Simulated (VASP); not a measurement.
# PbI2 (P-3m1) in VASP: a series of runs

PbI2 is run at these levels: PBE; tasks: electric field gradients.

All numbers are computed with VASP 6.6.1; they aren't measurements. Logs are shortened: lines on timing, memory, paths and dates and some standing lists are left out, and cuts for length are marked.

**1. The cell of the first run**

The structure is trigonal, space group P-3m1 (No. 164). Conventional cell: a = 4.174 Å, b = 4.174 Å, c = 6.646 Å, α = 90.00°, β = 90.00°, γ = 120.00°. Within 4.2 Å of Pb (site symmetry -3m) lie 6 I at 3.12 Å and 6 Pb at 4.17 Å. Within 4.2 Å of I (site symmetry 3m) lie 3 Pb at 3.12 Å and 9 I at 3.61 to 4.17 Å.

**2. Electric field gradients, PBE (33.43 Å³/atom)**

File INCAR:

```
  ALGO = Normal
  EDIFF = 1E-8
  ENCUT = 400
  GGA = PE
  GGA_COMPAT = False
  ISIF = 2
  ISMEAR = -1
  LASPH = True
  LCHARG = False
  LEFG = True
  LREAL = False
  LWAVE = False
  NBANDS = 21
  NELM = 120
  PREC = Accurate
  SIGMA = 0.03
```

File KPOINTS:

```
k-points
0
Gamma
  7 7 4
```

File POSCAR:

```
PbI2
1.0
    4.1742727887      0.0000000000      0.0000000000
   -2.0871363943      3.6150262773      0.0000000000
    0.0000000000      0.0000000000      6.6461026403
Pb I
1 2
Direct
    0.0000000000      0.0000000000      0.0000000000
    0.6666666667      0.3333333333      0.7018888815
    0.3333333333      0.6666666667      0.2981111185
```

Potentials or basis: VASP PAW PBE potentials, release 64 (Pb_d, I).

Started as:

```sh
$ cat potpaw_PBE.64/Pb_d/POTCAR potpaw_PBE.64/I/POTCAR > POTCAR
$ mpirun -np 1 vasp_std > vasp.out
```

OUTCAR:

```text
EDIFF = 1E-8
   ENCUT = 400
   GGA = PE
   ISIF = 2
   ISMEAR = -1
   LASPH = True
   LREAL = False
   NELM = 120
   PREC = Accurate

 ion  position               nearest neighbor table
   1  0.000  0.000  0.000-   2 3.12   3 3.12   3 3.12   2 3.12   2 3.12   3 3.12
   2  0.667  0.333  0.702-   1 3.12   1 3.12   1 3.12
   3  0.333  0.667  0.298-   1 3.12   1 3.12   1 3.12

  LATTYP: Found a hexagonal cell.
 ALAT       =     4.1742727887
 C/A-ratio  =     1.5921581978

  Lattice vectors:

 A1 = (   4.1742727887,   0.0000000000,   0.0000000000)
 A2 = (  -2.0871363943,   3.6150262773,   0.0000000000)
 A3 = (   0.0000000000,   0.0000000000,   6.6461026403)

Analysis of symmetry for initial positions (statically):
=====================================================================
 Subroutine PRICEL returns:
 Original cell was already a primitive cell.

 Routine SETGRP: Setting up the symmetry group for a
 hexagonal supercell.

 Subroutine GETGRP returns: Found 12 space group operations
 (whereof 12 operations were pure point group operations)
 out of a pool of 24 trial point group operations.

The static configuration has the point symmetry D_3d.

Analysis of symmetry for dynamics (positions and initial velocities):
=====================================================================
 Subroutine PRICEL returns:
 Original cell was already a primitive cell.

 Routine SETGRP: Setting up the symmetry group for a
 hexagonal supercell.

 Subroutine GETGRP returns: Found 12 space group operations
 (whereof 12 operations were pure point group operations)
 out of a pool of 24 trial point group operations.

The dynamic configuration has the point symmetry D_3d.

 Subroutine INISYM returns: Found 12 space group operations
 (whereof 12 operations are pure point group operations),
 and found     1 'primitive' translations

----------------------------------------------------------------------------------------

                                     Primitive cell

  volume of cell :     100.2904

  direct lattice vectors                    reciprocal lattice vectors
     4.174272789  0.000000000  0.000000000     0.239562686  0.138311581  0.000000000
    -2.087136394  3.615026277  0.000000000     0.000000000  0.276623162  0.000000000
     0.000000000  0.000000000  6.646102640     0.000000000  0.000000000  0.150464122

  length of vectors
     4.174272789  4.174272789  6.646102640     0.276623162  0.276623162  0.150464122

  position of ions in fractional coordinates (direct lattice)
     0.000000000  0.000000000  0.000000000
     0.666666667  0.333333333  0.701888881
     0.333333333  0.666666667  0.298111119

  ion indices of the primitive-cell ions
   primitive index   ion index
                 1           1
                 2           2
                 3           3

----------------------------------------------------------------------------------------

 KPOINTS: k-points

Automatic generation of k-mesh.
 Grid dimensions read from file:
 generate k-points for:    7    7    4

 Generating k-lattice:

  Cartesian coordinates                     Fractional coordinates (reciprocal lattice)
     0.034223241  0.019758797  0.000000000     0.142857143  0.000000000  0.000000000
     0.000000000  0.039517595  0.000000000     0.000000000  0.142857143  0.000000000
     0.000000000  0.000000000  0.037616031     0.000000000  0.000000000  0.250000000

  Length of vectors
     0.039517595  0.039517595  0.037616031

  Shift w.r.t. Gamma in fractional coordinates (k-lattice)
     0.000000000  0.000000000  0.000000000

 Subroutine IBZKPT returns following result:
 ===========================================

 Found     28 irreducible k-points:

 Following reciprocal coordinates:
            Coordinates               Weight
  0.000000  0.000000  0.000000      1.000000
  0.142857  0.000000  0.000000      6.000000
  0.285714 -0.000000  0.000000      6.000000
  0.428571  0.000000  0.000000      6.000000
  0.142857  0.142857  0.000000      6.000000
  0.285714  0.142857  0.000000     12.000000
[... 16 lines left out ...]
  0.285714 -0.000000  0.500000      6.000000
  0.428571  0.000000  0.500000      6.000000
 [... further k-points ...]
   k-points           NKPTS =     28   k-points in BZ     NKDIM =     28   number of bands    NBANDS=     21
   number of dos      NEDOS =    301   number of ions     NIONS =      3
   total plane-waves  NPLWV =  37632
   dimension x,y,z NGX =    28 NGY =   28 NGZ =   48
   dimension x,y,z NGXF=    56 NGYF=   56 NGZF=   96
   ions per type =               1   2
   NGX,Y,Z   is equivalent  to a cutoff of  11.15, 11.15, 12.01 a.u.
   NGXF,Y,Z  is equivalent  to a cutoff of  22.30, 22.30, 24.01 a.u.
 SYSTEM =  unknown system
   PREC   = accura    normal or accurate (medium, high low for compatibility)
   ISTART =      0    job   : 0-new  1-cont  2-samecut
   ICHARG =      2    charge: 1-file 2-atom 10-const
   ISPIN  =      1    spin polarized calculation?
   LNONCOLLINEAR =      F non collinear calculations
   LSORBIT =      F    spin-orbit coupling
   LASPH  =      T    aspherical Exc in radial PAW
   ENCUT  =  400.0 eV  29.40 Ry    5.42 a.u.   6.81  6.81 10.84*2*pi/ulx,y,z
   NELM   =    120;   NELMIN=  2; NELMDL= -5     # of ELM steps
   EDIFF  = 0.1E-07   stopping-criterion for ELM
   LREAL  =      F    real-space projection
   EDIFFG = 0.1E-06   stopping-criterion for IOM
   NSW    =      0    number of steps for IOM
   IBRION =     -1    ionic relax: 0-MD 1-quasi-New 2-CG
   NFREE  =      0    steps in history (QN), initial steepest desc. (CG)
   ISIF   =      2    stress and relaxation
   ISYM   =      2    0-nonsym 1-usesym 2-fastsym
   POTIM  = 0.5000    time-step for ionic-motion
   TEBEG  =    0.0;   TEEND  =   0.0 temperature during run
   PSTRESS=    0.0 pullay stress
   NELECT =      28.0000    total number of electrons
   NUPDOWN=      -1.0000    fix difference up-down
   EMIN   =  10.00;   EMAX   =-10.00  energy-range for DOS
   EFERMI =   0.00;   METHOD = LEGACY
   ISMEAR =    -1;   SIGMA  =   0.03  broadening in eV -4-tet -1-fermi 0-gaus
   EFERMI_NEDOS =   21; number of points for ismear=-14 and -15
   IALGO  =     38    algorithm
   IMIX   =      4    mixing-type and parameters
     AMIX     =   0.40;   BMIX     =  1.00
     AMIX_MAG =   1.60;   BMIX_MAG =  1.00
  volume/ion in A,a.u.               =      33.43       225.60
  Fermi-wavevector in a.u.,A,eV,Ry     =   1.069977  2.021963 15.576637  1.144851
  Thomas-Fermi vector in A             =   2.205673
   LORBIT       =      0    0 simple, 1 ext, 2 COOP (PROOUT), +10 PAW based schemes
   GGA     = PE    functional components
   LHFCALC =     F    Hartree Fock is set to
   AEXX    =    0.0000 exact exchange contribution
   IVDW    =     0    specifies the selected vdW correction
   LEPSILON=     F    determine dielectric tensor
   LRPA    =     F    only Hartree local field effects (RPA)
 non-spin polarized calculation
  energy-cutoff  :      400.00
  volume of cell :      100.29
 maximum number of plane-waves:      1846
 NGX is ok and might be reduce to    28
   NGX = 13   NGY = 13   NGZ = 21

 number of electron      27.9999995 magnetization

 Free energy of the ion-electron system (eV)
  ---------------------------------------------------
  ext. energy  EPLUGINS =         0.00000000
  ---------------------------------------------------
  free energy    TOTEN  =        -7.91832620 eV

  energy without entropy =       -7.91832620  energy(sigma->0) =       -7.91832620

 E-fermi :   6.5828     XC(G=0):  -9.2310

 val. band max:        5.9788014023   @ k =   0.0000   0.0000   0.5000
 cond. band min:       7.4872394463   @ k =   0.4286   0.1429   0.5000
 fundamental gap:      1.5084380441
 Fermi energy:         6.5827959911

 k-point     1 :       0.0000    0.0000    0.0000
  band No.  band energies     occupation
      1     -11.1007      2.00000
      2     -11.1007      2.00000
      3     -11.0626      2.00000
      4     -11.0497      2.00000
      5     -11.0497      2.00000
      6      -8.0924      2.00000
[... 13 lines left out ...]
     20      12.6995      0.00000
     21      13.4064      0.00000
[... 529 lines left out ...]
 k-point    24 :       0.4286    0.0000    0.5000
  band No.  band energies     occupation
      1     -11.1743      2.00000
      2     -11.0807      2.00000
      3     -11.0729      2.00000
      4     -11.0340      2.00000
      5     -11.0279      2.00000
      6      -6.8671      2.00000
[... 13 lines left out ...]
     20      14.1782      0.00000
     21      14.3179      0.00000

 [... further k-points ...]

------------------------ aborting loop because EDIFF is reached ----------------------------------------

  FORCE on cell =-STRESS in cart. coord.  units (eV):
  Direction    XX          YY          ZZ          XY          YZ          ZX
  --------------------------------------------------------------------------------------
  -------------------------------------------------------------------------------------
  Total        5.1510039      5.1510039      5.2001211      0.0000000      0.0000000     -0.0000000
  in kB       82.2892546     82.2892546     83.0739217      0.0000000      0.0000000     -0.0000000
  external PRESSURE =      82.5508103 kB  Pullay stress =       0.0000000 kB

 VOLUME and BASIS-vectors are now :
 -----------------------------------------------------------------------------
  energy-cutoff  :      400.00
  volume of cell :      100.29
      direct lattice vectors                 reciprocal lattice vectors
     4.174272789  0.000000000  0.000000000     0.239562686  0.138311581  0.000000000
    -2.087136394  3.615026277  0.000000000     0.000000000  0.276623162  0.000000000
     0.000000000  0.000000000  6.646102640     0.000000000  0.000000000  0.150464122

 POSITION                                       TOTAL-FORCE (eV/Angst)
 -----------------------------------------------------------------------------------
      0.00000      0.00000      0.00000         0.000000      0.000000      0.000000
      2.08714      1.20501      4.66483         0.000000      0.000000      0.002070
     -0.00000      2.41002      1.98128        -0.000000     -0.000000     -0.002070
 -----------------------------------------------------------------------------------
    total drift:                               -0.000000      0.000000     -0.000000

  FREE ENERGIE OF THE ION-ELECTRON SYSTEM (eV)
  ---------------------------------------------------
  free  energy   TOTEN  =        -7.9183261973 eV

  energy  without entropy=       -7.9183261973  energy(sigma->0) =       -7.91832620

 Electric field gradients (V/A^2)
---------------------------------------------------------------------
 ion       V_xx      V_yy      V_zz      V_xy      V_xz      V_yz
---------------------------------------------------------------------
   1      -1.458    -1.455     2.913     0.002     0.000    -0.000
   2     -52.749   -52.749   105.498    -0.000     0.000    -0.000
   3     -52.749   -52.749   105.498    -0.000     0.000    -0.000
---------------------------------------------------------------------

 Electric field gradients after diagonalization (V/A^2)
 (convention: |V_zz| > |V_xx| > |V_yy|)
----------------------------------------------------------------------
 ion       V_xx      V_yy      V_zz     asymmetry (V_yy - V_xx)/ V_zz
----------------------------------------------------------------------
   1      -1.459    -1.454     2.913       0.002
   2     -52.749   -52.748   105.498       0.000
   3     -52.749   -52.748   105.498       0.000
----------------------------------------------------------------------

           NMR quadrupolar parameters

 Cq : quadrupolar parameter    Cq=e*Q*V_zz/h
 eta: asymmetry parameters     (V_yy - V_xx)/ V_zz
 Q  : nuclear electric quadrupole moment in mb (millibarn)
----------------------------------------------------------------------
 ion       Cq(MHz)       eta       Q (mb)
----------------------------------------------------------------------
   1       0.007       0.002       1.000
   2       0.255       0.000       1.000
   3       0.255       0.000       1.000
----------------------------------------------------------------------
```

It took 60 s on 1 thread of AMD EPYC 7R43 (Zen 3), shared host; peak memory 0.16 GiB.

What came out:

- Free energy: -7.9183 eV
- Pressure: 8.3 GPa
- Band gap on the k mesh: 1.51 eV (least direct gap 1.80 eV)
- Largest electric field gradient by atom: Pb +2.9; I +105.5 V/Å²

Forces on the atoms (eV/Å):
```
Pb   0.000  0.000  0.000
I    0.000  0.000  0.002
I    0.000  0.000 -0.002
```

Electric field gradients, principal values (V/Å²):
| atom | least | middle | greatest (by size) |
| --- | --- | --- | --- |
| 1 Pb | -1.454 | -1.459 | 2.913 |
| 2 I | -52.748 | -52.749 | 105.498 |
| 3 I | -52.748 | -52.749 | 105.498 |

Caveat: the cell stands under pressure; without QUAD_EFG the Cq values of the log hold for a quadrupole moment of 1 mb, not for the nuclei; spin-orbit coupling is left out, which moves the levels of the heavy elements; an odd mesh through Γ misses points on the zone boundary, where band edges can lie.

**3. Electric field gradients, PBE (35.66 Å³/atom)**

This run uses another cell than the first one, of 35.66 Å³/atom.

INCAR is that of step 2.

KPOINTS is that of step 2.

File POSCAR:

```
PbI2
1.0
    4.2953400936      0.0000000000      0.0000000000
   -2.1476700468      3.7198736390      0.0000000000
    0.0000000000      0.0000000000      6.6951808041
Pb I
1 2
Direct
    0.0000000000      0.0000000000      0.0000000000
    0.6666666667      0.3333333333      0.7081779036
    0.3333333333      0.6666666667      0.2918220964
```

Potentials or basis: VASP PAW PBE potentials, release 64 (Pb_d, I).

Started as:

```sh
$ cat potpaw_PBE.64/Pb_d/POTCAR potpaw_PBE.64/I/POTCAR > POTCAR
$ mpirun -np 1 vasp_std > vasp.out
```

OUTCAR:

```text
EDIFF = 1E-8
   ENCUT = 400
   GGA = PE
   ISIF = 2
   ISMEAR = -1
   LASPH = True
   LREAL = False
   NELM = 120
   PREC = Accurate

 ion  position               nearest neighbor table
   1  0.000  0.000  0.000-   2 3.16   3 3.16   2 3.16   3 3.16   2 3.16   3 3.16
   2  0.667  0.333  0.708-   1 3.16   1 3.16   1 3.16
   3  0.333  0.667  0.292-   1 3.16   1 3.16   1 3.16

  LATTYP: Found a hexagonal cell.
 ALAT       =     4.2953400936
 C/A-ratio  =     1.5587079622

  Lattice vectors:

 A1 = (   4.2953400936,   0.0000000000,   0.0000000000)
 A2 = (  -2.1476700468,   3.7198736390,   0.0000000000)
 A3 = (   0.0000000000,   0.0000000000,   6.6951808041)

Analysis of symmetry for initial positions (statically):
=====================================================================
 Subroutine PRICEL returns:
 Original cell was already a primitive cell.

[... 772 lines left out ...]
     0.000000000  0.000000000  6.695180804     0.000000000  0.000000000  0.149361164

 POSITION                                       TOTAL-FORCE (eV/Angst)
 -----------------------------------------------------------------------------------
      0.00000      0.00000      0.00000        -0.000000      0.000000      0.000000
      2.14767      1.23996      4.74138         0.000000      0.000000     -0.000096
     -0.00000      2.47992      1.95380        -0.000000     -0.000000      0.000096
 -----------------------------------------------------------------------------------
    total drift:                               -0.000000     -0.000000      0.000000

  FREE ENERGIE OF THE ION-ELECTRON SYSTEM (eV)
  ---------------------------------------------------
  free  energy   TOTEN  =        -8.2033978896 eV

  energy  without entropy=       -8.2033978896  energy(sigma->0) =       -8.20339789

 Electric field gradients (V/A^2)
---------------------------------------------------------------------
 ion       V_xx      V_yy      V_zz      V_xy      V_xz      V_yz
---------------------------------------------------------------------
   1      -1.561    -1.560     3.121     0.000     0.000    -0.000
   2     -39.553   -39.553    79.105     0.000    -0.000     0.000
   3     -39.553   -39.553    79.105     0.000    -0.000     0.000
---------------------------------------------------------------------

 Electric field gradients after diagonalization (V/A^2)
 (convention: |V_zz| > |V_xx| > |V_yy|)
----------------------------------------------------------------------
 ion       V_xx      V_yy      V_zz     asymmetry (V_yy - V_xx)/ V_zz
----------------------------------------------------------------------
   1      -1.561    -1.560     3.121       0.000
   2     -39.553   -39.552    79.105       0.000
   3     -39.553   -39.552    79.105       0.000
----------------------------------------------------------------------

           NMR quadrupolar parameters

 Cq : quadrupolar parameter    Cq=e*Q*V_zz/h
 eta: asymmetry parameters     (V_yy - V_xx)/ V_zz
 Q  : nuclear electric quadrupole moment in mb (millibarn)
----------------------------------------------------------------------
 ion       Cq(MHz)       eta       Q (mb)
----------------------------------------------------------------------
   1       0.008       0.000       1.000
   2       0.191       0.000       1.000
   3       0.191       0.000       1.000
----------------------------------------------------------------------
```

OSZICAR:

```text
N       E                     dE             d eps       ncg     rms          rms(c)
DAV:   1     0.214879638653E+03    0.21488E+03   -0.10365E+04  1184   0.996E+02
DAV:   2     0.109907513103E+02   -0.20389E+03   -0.19493E+03  1291   0.277E+02
DAV:   3    -0.763247002502E+01   -0.18623E+02   -0.18179E+02  1518   0.927E+01
DAV:   4    -0.830459948679E+01   -0.67213E+00   -0.67156E+00  1572   0.205E+01
DAV:   5    -0.832190491903E+01   -0.17305E-01   -0.17305E-01  1646   0.278E+00    0.489E+00
DAV:   6    -0.820208283213E+01    0.11982E+00   -0.31277E-01  1626   0.367E+00    0.321E+00
DAV:   7    -0.820277711094E+01   -0.69428E-03   -0.13402E-01  1615   0.178E+00    0.100E+00
DAV:   8    -0.820306511178E+01   -0.28800E-03   -0.18065E-02  1361   0.111E+00    0.260E-01
DAV:   9    -0.820330056854E+01   -0.23546E-03   -0.16370E-03  1401   0.263E-01    0.102E-01
DAV:  10    -0.820338999491E+01   -0.89426E-04   -0.20312E-04  1394   0.101E-01    0.327E-02
DAV:  11    -0.820339378295E+01   -0.37880E-05   -0.15323E-05  1444   0.307E-02    0.152E-02
DAV:  12    -0.820339777302E+01   -0.39901E-05   -0.75778E-06  1371   0.151E-02    0.320E-03
DAV:  13    -0.820339792261E+01   -0.14959E-06   -0.31924E-07  1541   0.394E-03    0.882E-04
DAV:  14    -0.820339788071E+01    0.41895E-07   -0.13253E-07  1356   0.273E-03    0.550E-04
DAV:  15    -0.820339788956E+01   -0.88412E-08   -0.12664E-08  1195   0.876E-04
   1 F= -.82033979E+01 E0= -.82033979E+01  d E =-.281725E-11
```

stdout:

```text
POSCAR found type information on POSCAR PbI
 POSCAR found :  2 types and       3 ions
 scaLAPACK will be used
 LDA part: xc-table for (Slater+PW92), standard interpolation
 POSCAR, INCAR and KPOINTS ok, starting setup
 FFT: planning ... GRIDC
 FFT: planning ... GRID_SOFT
 FFT: planning ... GRID
 WAVECAR not read
 entering main loop
ion   1

ion   2

ion   3
```

Wall time 84 s (1 thread of AMD EPYC 7R43 (Zen 3), shared host); peak memory 0.16 GiB.

Results:

```yaml
Free_energy: -8.2034 eV
Pressure: 5.5 GPa
Band_gap_on_the_k_mesh: 1.90 eV
Largest_electric_field_gradient_by_atom: Pb +3.1; I +79.1 V/Å²
```

Electric field gradients, principal values (V/Å²):
```
atom    least   middle  greatest (by size)
1 Pb   -1.560   -1.561               3.121
 2 I  -39.552  -39.553              79.105
 3 I  -39.552  -39.553              79.105
```

Caveat: the cell stands under pressure; without QUAD_EFG the Cq values of the log hold for a quadrupole moment of 1 mb, not for the nuclei; spin-orbit coupling is left out, which moves the levels of the heavy elements; an odd mesh through Γ misses points on the zone boundary, where band edges can lie.
